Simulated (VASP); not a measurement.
Input of a VASP 6.6.1 run:

Contents of POSCAR:

```
SiC
1.0
    0.0000000000      2.1781624123      2.1781624123
    2.1781624123      0.0000000000      2.1781624123
    2.1781624123      2.1781624123      0.0000000000
Si C
1 1
Direct
    0.0000000000      0.0000000000      0.0000000000
    0.2500000000      0.2500000000      0.2500000000
```

Contents of INCAR.step1:

```
ALGO     = Normal         # electronic algorithm
EDIFF    = 1E-5           # SCF threshold, eV
ENCUT    = 660            # plane-wave cutoff, eV
GGA      = PE             # functional
GGA_COMPAT= False        
ISMEAR   = 0              # smearing method
LASPH    = True           # aspherical terms in the spheres
LCHARG   = False          # write CHGCAR
LREAL    = False          # projectors in reciprocal space
LWAVE    = True           # write WAVECAR
NBANDS   = 11             # bands
NELM     = 120            # most SCF steps
PREC     = Accurate       # precision mode
SIGMA    = 0.01           # smearing width, eV
```

INCAR.step2

```
ALGO     = Normal         # electronic algorithm
EDIFF    = 1E-6           # SCF threshold, eV
ENCUT    = 660            # plane-wave cutoff, eV
GGA_COMPAT= False        
ISIF     = 2              # what is computed and relaxed
ISMEAR   = 0              # smearing method
ISTART   = 1            
LASPH    = True           # aspherical terms in the spheres
LCHARG   = False          # write CHGCAR
LMIXTAU  = True         
LREAL    = False          # projectors in reciprocal space
LWAVE    = False          # write WAVECAR
METAGGA  = R2SCAN         # meta-GGA
NBANDS   = 11             # bands
NELM     = 120            # most SCF steps
PREC     = Accurate       # precision mode
SIGMA    = 0.01           # smearing width, eV
```

Contents of KPOINTS:

```
k-points
0
Gamma
  10 10 10
```

Potentials or basis: VASP PAW PBE potentials, release 64 (Si, C).

Launch:

```bash
$ cat potpaw_PBE.64/Si/POTCAR potpaw_PBE.64/C/POTCAR > POTCAR
$ cp INCAR.step1 INCAR
$ mpirun -np 1 vasp_std > vasp.out
$ cp INCAR.step2 INCAR
$ mpirun -np 1 vasp_std > vasp.out
```

Q: What does it give for the band gap on the k mesh?

A: 1.73 eV (least direct gap 5.06 eV).

Q: What does it give for the pressure?

A: -0.4 GPa.

Caveat: the PAW data sets were made with another functional, which shifts forces and pressure a little. A k mesh can miss the band edges.
